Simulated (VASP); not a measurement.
Set up this calculation in VASP 6.6.1, as the native input.

| Item | Value |
| --- | --- |
| Task | single point |
| Functional | PBEsol |
| Potentials or basis | VASP PAW PBE potentials, release 64 (Co, Al) |
| Cutoff | 520 eV |
| k mesh | 9 × 9 × 9 |
| Occupations | fermi-dirac, width 0.05 eV |
| Spin | no spin polarisation |
| Dipole correction | no |
| Further INCAR settings | ALGO = Normal; EDIFF = 1e-06; NBANDS = 13 |

The structure of AlCo lies in POSCAR:

```
AlCo
1.0
    2.8194032100      0.0000000000      0.0000000000
    0.0000000000      2.8194032100      0.0000000000
    0.0000000000      0.0000000000      2.8194032100
Co Al
1 1
Direct
    0.5000000000      0.5000000000      0.5000000000
    0.0000000000      0.0000000000      0.0000000000
```

One way to write it, as run:

INCAR

```
SYSTEM = AlCo
  ALGO = Normal
  EDIFF = 1E-6
  ENCUT = 520
  GGA = PS
  ISIF = 2
  ISMEAR = -1
  LASPH = .True.
  LCHARG = .False.
  LREAL = .False.
  LWAVE = .False.
  NBANDS = 13
  NELM = 80
  PREC = Accurate
  SIGMA = 0.05
```

KPOINTS

```
k-points
0
Gamma
  9 9 9
  0 0 0
```

Potentials or basis: VASP PAW PBE potentials, release 64 (Co, Al).

The run is started by

```sh
$ cat potpaw_PBE.64/Co/POTCAR potpaw_PBE.64/Al/POTCAR > POTCAR
$ mpirun -np 1 vasp_std > vasp.out
```

It gave:

| Item | Value |
| --- | --- |
| Pressure | 0.8 GPa |
| Band gap on the k mesh | zero (band 6 reaches 12.12 eV, above the bottom of band 7 at 10.73 eV) |

Caveat: the PAW data sets were made with another functional, which shifts forces and pressure a little.

Run time: 6.3 s on 1 thread of AMD EPYC 9R14 (Zen 4), on a shared host, peak memory 0.11 GiB.
